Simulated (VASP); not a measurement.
**Sb2P3H: relaxation of cell and atoms with PBE**

Sb2P3H:

```
Sb H P
1.0
     3.77379    0.00000    0.00000
     0.00000    3.77379    0.00000
     0.00000    0.00000    9.39320
Sb H P
2 1 3
Direct
  0.50000 0.50000 0.18643
  0.50000 0.50000 0.81357
  0.50000 0.50000 0.50000
  0.00000 0.50000 0.16363
  0.50000 0.00000 0.83637
  0.00000 0.00000 0.00000
```

The cell was generated, and may not be a known phase.

```yaml
Program: VASP 6.6.1
Task: relaxation of cell and atoms
Functional: PBE
Potentials_or_basis: VASP PAW PBE potentials, release 64 (Sb_d_GW, H, P)
Cutoff: 500 eV
k_mesh: 4 × 4 × 2
Occupations: gaussian, width 0.1 eV
Spin: no spin polarisation
Dipole_correction: no
Further_INCAR_settings: ALGO = Normal; EDIFF = 1e-07; IBRION = 2; EDIFFG = -0.04; NSW = 90; ISIF = 3
```

* Relaxed volume: 26.47 Å³/atom
* Relaxed cell: a = 4.755 Å, b = 4.755 Å, c = 7.026 Å, α = 90.00°, β = 90.00°, γ = 90.00°
* Space group after relaxing (to 0.1 Å): P4/mmm (No. 123)
* Energy gained by relaxing: 3183.8 meV/atom
* Ionic steps: 22
* Pressure after relaxing: 0.0 GPa
* Largest force after relaxing: 0.035 eV/Å
* Band gap on the k mesh: zero (bands 23 and 24 overlap by 0.94 eV)

Forces on the atoms (eV/Å):
```
Sb   0.000  0.000 -0.035
Sb   0.000  0.000  0.035
H    0.000  0.000  0.000
P    0.000  0.000 -0.035
P    0.000  0.000  0.035
P    0.000  0.000  0.000
```

Step by step:
| step | energy change (eV) | largest force (eV/Å) | pressure (GPa) | volume (Å³) |
| --- | --- | --- | --- | --- |
| 1 | 0.0000 | 6.2588 | 54.29 | 133.77 |
| 2 | -11.8670 | 0.4145 | -8.06 | 322.37 |
| 3 | -15.1830 | 1.2822 | -2.38 | 224.58 |
| 4 | -15.1879 | 1.2349 | -2.82 | 227.54 |
| 5 | -16.1183 | 1.2460 | -3.08 | 211.64 |
| 6 | -18.2021 | 1.1305 | -0.28 | 163.83 |
| 7 | -18.4196 | 0.9819 | 1.05 | 159.10 |
| 8 | -18.5856 | 0.7960 | 3.56 | 151.99 |
| 9 | -18.7194 | 0.6611 | 2.37 | 154.65 |
| 10 | -18.9293 | 0.3204 | -0.88 | 162.79 |
| 11 | -18.9418 | 0.2537 | -1.61 | 165.08 |
| 12 | -18.9887 | 0.1445 | -1.37 | 163.68 |
| 13 | -19.0090 | 0.1105 | -1.14 | 162.54 |
| 14 | -19.0278 | 0.1115 | -0.48 | 160.25 |
| 15 | -19.0547 | 0.1149 | 0.24 | 157.83 |
| 16 | -19.0675 | 0.0958 | 1.23 | 154.75 |
| 17 | -19.0885 | 0.0738 | 0.92 | 155.59 |
| 18 | -19.0954 | 0.0878 | 0.57 | 156.54 |
| 19 | -19.0957 | 0.0766 | 0.62 | 156.39 |
| 20 | -19.1010 | 0.0845 | 0.17 | 157.96 |
| 21 | -19.1019 | 0.0910 | -0.09 | 158.91 |
| 22 | -19.1025 | 0.0350 | -0.02 | 158.85 |

Final structure:
```yaml
crystal:
  lattice:
    - [4.75487, 0.00000, 0.00000]
    - [0.00000, 4.75487, 0.00000]
    - [0.00000, 0.00000, 7.02595]
  atoms:
    - { symbol: Sb, position: [0.50000, 0.50000, 0.21884] }
    - { symbol: Sb, position: [0.50000, 0.50000, 0.78116] }
    - { symbol: H, position: [0.50000, 0.50000, 0.50000] }
    - { symbol: P, position: [0.00000, 0.50000, 0.00305] }
    - { symbol: P, position: [0.50000, 0.00000, 0.99695] }
    - { symbol: P, position: [0.00000, 0.00000, 0.00000] }
```

Levels at points of the mesh, in eV from the Fermi level:
```tsv
k point	band 21	band 22	band 23	band 24	band 25	band 26
(0.00, 0.00, 0.00)	-2.46	-1.09	-0.38	-0.38	1.36	1.75
(0.50, 0.00, 0.00)	-0.82	-0.50	-0.06	0.22	1.10	2.07
(0.50, 0.50, 0.00)	-0.51	-0.49	0.26	1.11	1.27	1.27
(0.00, 0.00, 0.50)	-1.23	-1.19	-1.05	-0.68	-0.68	3.05
(0.50, 0.00, 0.50)	-0.45	-0.37	-0.07	-0.05	0.14	1.74
(0.50, 0.50, 0.50)	-0.49	-0.14	-0.14	0.27	1.63	1.63
```

Run time: 11 min on 1 thread of AMD EPYC 9R45 96-Core Processor (Zen 5), with other jobs on the host, peak memory 0.23 GiB.

Caveat: the k points lie up to 0.45 Å⁻¹ apart in the final cell, too coarse for converged energies and pressures of a metal; the volume moved by over 15 % at a fixed basis, so the end points are rough; spin-orbit coupling is left out, which moves the levels of the heavy elements.
